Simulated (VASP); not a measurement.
# SbP: relaxation of cell and atoms with PBE

Crystal: SbP.

```
Sb P
1.0
     0.00000    2.81645    2.81645
     2.81645    0.00000    2.81645
     2.81645    2.81645    0.00000
Sb P
1 1
Cartesian
  2.8165 2.8165 2.8165
  0.0000 0.0000 0.0000
```

```yaml
Program: VASP 6.6.1
Task: relaxation of cell and atoms
Functional: PBE
Potentials_or_basis: VASP PAW PBE potentials, release 64 (Sb, P)
Cutoff: 600 eV
k_mesh: 18 × 18 × 18
Occupations: gaussian, width 0.1 eV
Spin: no spin polarisation
Dipole_correction: no
Further_INCAR_settings: ALGO = Normal; EDIFF = 1e-07; IBRION = 2; EDIFFG = -0.01; NSW = 100; ISIF = 3
```

```yaml
Pressure_after_relaxing: 0.0 GPa
Band_gap_on_the_k_mesh: zero (band 5 reaches 8.35 eV, above the bottom of band 6 at 7.65 eV)
```

Final structure:
```cif
data_structure
_symmetry_space_group_name_H-M 'P 1'
_symmetry_Int_Tables_number 1
_cell_length_a 3.9831
_cell_length_b 3.9831
_cell_length_c 3.9831
_cell_angle_alpha 60.000
_cell_angle_beta 60.000
_cell_angle_gamma 60.000
_cell_volume 44.68
loop_
_atom_site_label
_atom_site_type_symbol
_atom_site_fract_x
_atom_site_fract_y
_atom_site_fract_z
_atom_site_occupancy
Sb1 Sb 0.50000 0.50000 0.50000 1
P1 P 0.00000 0.00000 0.00000 1
```

Levels at points of the mesh, in eV from the Fermi level:
```tsv
k point	band 2	band 3	band 4	band 5	band 6	band 7	band 8	band 9
(0.00, 0.00, 0.00)	-4.02	-2.00	-2.00	-2.00	3.97	3.97	3.97	4.99
(0.50, 0.00, 0.00)	-10.35	-1.32	-1.32	-0.31	-0.31	0.03	0.86	8.99
(0.50, 0.50, 0.00)	-7.51	-6.64	-4.18	-4.18	1.96	5.90	5.90	7.43
```

It took 50 s on 1 thread of Intel Xeon 6975P-C, on a shared host, peak memory 0.26 GiB.

Caveat: the relaxation stopped at its first step, so nothing moved; spin-orbit coupling is left out, which moves the levels of the heavy elements.
